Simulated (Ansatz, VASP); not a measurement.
**One calculation of Te, two programs**

```xyz
8
Lattice="6.1595 0.0000 0.0000 0.0000 6.1595 0.0000 0.0000 0.0000 6.1595" Properties=species:S:1:pos:R:3 pbc="T T T"
Te    0.0000    0.0000    6.1595
Te    3.0798    3.0798    3.0798
Te    1.5399    0.0000    3.0798
Te    4.6196    0.0000    3.0798
Te    3.0798    1.5399    0.0000
Te    3.0798    4.6196    6.1595
Te    0.0000    3.0798    1.5399
Te    6.1595    3.0798    4.6196
```

Alike in both runs: functional PBE; k mesh 4 × 4 × 4; occupations fermi-dirac, width 0.1 eV; no spin polarisation.

Ansatz relaxed the structure, and its values are those at the end. VASP's run is a single point on that final structure, the one shown.

|  | VASP | Ansatz |
| --- | --- | --- |
| version | VASP 6.6.1 | Ansatz 0.2.0 |
| potentials or method | VASP PAW PBE potentials, release 64 (Te), cutoff 520 eV | plane waves (420 eV) with PAW, scalar-relativistic |
| valence electrons in the cell | 48 | 128 |

|  | VASP | Ansatz | Ansatz less VASP |
| --- | --- | --- | --- |
| pressure (GPa) | -0.1 | 0.0 | +0.08 |

VASP's potentials hold 48 valence electrons a cell and Ansatz's 128, so a difference there can come from the potentials and not from the codes.

Spin-orbit coupling is off throughout.
